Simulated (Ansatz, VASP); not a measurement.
# One calculation of B, two programs

INCAR

```
  PREC = Accurate
  ENCUT = 520
  EDIFF = 1E-6
  ISMEAR = 0
  SIGMA = 0.1
  LREAL = F
  LASPH = T
  NELM = 100
  ALGO = Normal
  ISIF = 2
  LWAVE = F
  LCHARG = T
  GGA = PE
  LELF = T
  LVHAR = T
  NBANDS = 16
```

Contents of KPOINTS:

```
Automatic mesh
0
Gamma
  6 6 4
```

The input POSCAR:

```
B
1.0
    2.4741264900      0.0000000000      0.0000000000
   -1.2370632500      2.1426563900      0.0000000000
    0.0000000000      0.0000000000      6.9036879000
B
5
Direct
    0.3333333300      0.6666666700      0.6000000000
    0.6666666700      0.3333333300      0.8000000000
    0.0000000000      0.0000000000      0.0000000000
    0.3333333300      0.6666666700      0.2000000000
    0.6666666700      0.3333333300      0.4000000000
```

Input for Ansatz:

```yaml
crystal:
  lattice:
    - [2.47412649, 0.0, 0.0]
    - [-1.23706325, 2.14265639, 0.0]
    - [0.0, 0.0, 6.9036879]
  atoms:
    - { symbol: B, position: [0.33333333, 0.66666667, 0.6] }
    - { symbol: B, position: [0.66666667, 0.33333333, 0.8] }
    - { symbol: B, position: [0.0, 0.0, 0.0] }
    - { symbol: B, position: [0.33333333, 0.66666667, 0.2] }
    - { symbol: B, position: [0.66666667, 0.33333333, 0.4] }
basis:
  ecutwfc: 420
kpoints:
  mp_grid: { grid: [6, 6, 4] }
hamiltonian:
  xc: pbe
scf:
  occupations: { method: gaussian, width: 0.1 }
  lower_state_search: "off"
output:
  forces: true
  stress: true
  eigenvalues: true
```

Alike in both runs: task single point; functional PBE; k mesh 6 × 6 × 4; occupations gaussian, width 0.1 eV; no spin polarisation.

```csv
,VASP,Ansatz
version,VASP 6.6.1,Ansatz 0.2.0
potentials or method,"VASP PAW PBE potentials, release 64 (B), cutoff 520 eV","scalar-relativistic, plane waves, PAW"
valence electrons in the cell,15,15
```

Ansatz gave:

| Property | Result |
| --- | --- |
| gap on the k mesh at the Fermi level (eV) | none |
| pressure (GPa) | -21.9 |
| traceless stress, the component that is largest in VASP (GPa) | -6.74 |
| rms of the force components (eV/Å) | 0.167 |

Problem. Estimate VASP's values.

Solution. gap on the k mesh at the Fermi level (eV): none; pressure (GPa): -21.9; traceless stress, the component that is largest in VASP (GPa): -6.72; rms of the force components (eV/Å): 0.167.

Atom by atom the forces differ by 0.000 eV/Å (rms over components). A gap of «none» marks a metal or a gap that the smearing closes.

The k mesh is coarse, so the values compare programs but aren't converged.
